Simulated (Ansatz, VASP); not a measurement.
**One calculation of V3F, two programs**

```
CELL_PARAMETERS angstrom
5.37539 0.00000 0.00000
-2.68770 4.65523 0.00000
0.00000 0.00000 4.26279
ATOMIC_POSITIONS crystal
V 0.84602 0.69204 0.25000
V 0.15398 0.84602 0.75000
V 0.30796 0.15398 0.25000
V 0.15398 0.30796 0.75000
V 0.84602 0.15398 0.25000
V 0.69204 0.84602 0.75000
F 0.33333 0.66667 0.25000
F 0.66667 0.33333 0.75000
```

Alike in both runs: functional PBE; k mesh 6 × 6 × 4; occupations gaussian, width 0.1 eV; no spin polarisation.

Ansatz relaxed the structure, and its values are those at the end. VASP's run is a single point on that final structure, the one shown.

```csv
,VASP,Ansatz
version,VASP 6.6.1,Ansatz 0.2.0
potentials or method,"VASP PAW PBE potentials, release 64 (V_sv, F), cutoff 520 eV","scalar-relativistic, plane waves, PAW"
valence electrons in the cell,92,92
```

VASP gave:

```
gap on the k mesh at the Fermi level (eV) : none
pressure (GPa)                            : 0.4
rms of the force components (eV/Å)        : 0.018
```

Estimate Ansatz's values.

gap on the k mesh at the Fermi level (eV): none; pressure (GPa): 0.3; rms of the force components (eV/Å): 0.000.

A gap of «none» marks a metal or a gap that the smearing closes.

The k mesh is coarse, so the values compare programs but aren't converged.
